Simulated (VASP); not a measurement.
Set up this calculation in VASP 6.6.1, as the native input.

| Property | Result |
| --- | --- |
| Task | single point |
| Functional | r2SCAN |
| Potentials or basis | VASP PAW PBE potentials, release 64 (B, N) |
| Cutoff | 520 eV |
| k mesh | 12 × 12 × 4 |
| Occupations | gaussian, width 0.05 eV |
| Spin | no spin polarisation |
| Dipole correction | no |
| Further INCAR settings | ALGO = Normal; EDIFF = 1e-07; NBANDS = 16 |

The system is BN.

```
CELL_PARAMETERS angstrom
2.50399 0.00000 0.00000
-1.25200 2.16852 0.00000
0.00000 0.00000 6.66120
ATOMIC_POSITIONS crystal
B 0.33333 0.66667 0.25000
B 0.66667 0.33333 0.75000
N 0.44862 0.72431 0.75000
N 0.78195 0.39098 0.25000
```

This cell differs from its parent crystal: all N atoms moved -0.250 Å, as atom 3 towards its neighbour atom 2 (B) at 1.446 Å.

These files were run (other wordings do the same):

POSCAR

```
BN
1.0
    2.5039917043      0.0000000000      0.0000000000
   -1.2519958522      2.1685204268      0.0000000000
    0.0000000000      0.0000000000      6.6612000000
B N
2 2
Direct
    0.3333333333      0.6666666667      0.2500000000
    0.6666666667      0.3333333333      0.7500000000
    0.4486193122      0.7243096561      0.7500000000
    0.7819526455      0.3909763227      0.2500000000
```

INCAR.step1

```
SYSTEM = BN
PREC = Accurate
ENCUT = 520
ISMEAR = 0
SIGMA = 0.05
LREAL = .FALSE.
LASPH = .TRUE.
NELM = 80
NBANDS = 16
GGA = PE
ALGO = Normal
EDIFF = 1E-4
LWAVE = .TRUE.
LCHARG = .FALSE.
```

INCAR.step2

```
SYSTEM = BN
PREC = Accurate
ENCUT = 520
EDIFF = 1E-7
ISMEAR = 0
SIGMA = 0.05
LREAL = .FALSE.
LASPH = .TRUE.
NELM = 80
ALGO = Normal
ISIF = 2
LWAVE = .FALSE.
LCHARG = .TRUE.
METAGGA = R2SCAN
LMIXTAU = .TRUE.
LELF = .TRUE.
LVHAR = .TRUE.
NBANDS = 16
ISTART = 1
```

KPOINTS

```
Automatic mesh
0
G
  12 12 4
  0 0 0
```

Potentials or basis: VASP PAW PBE potentials, release 64 (B, N).

Run with:

```bash
$ cat potpaw_PBE.64/B/POTCAR potpaw_PBE.64/N/POTCAR > POTCAR
$ cp INCAR.step1 INCAR
$ mpirun -np 1 vasp_std > vasp.out
$ cp INCAR.step2 INCAR
$ mpirun -np 1 vasp_std > vasp.out
```

It gave:

```json
{
  "Pressure": "24.1 GPa",
  "Largest force": "16.240 eV/Å",
  "Band gap on the k mesh": "2.82 eV (least direct gap 4.16 eV)"
}
```

Caveat: the cell differs from its parent crystal (all N atoms moved -0.250 Å, as atom 3 towards its neighbour atom 2 (B) at 1.446 Å); the cell stands under pressure; the PAW data sets were made with another functional, which shifts forces and pressure a little.

It took 2.1 min on 1 thread of Intel(R) Xeon(R) 6975P-C (Granite Rapids), on a shared host, peak memory 0.19 GiB.
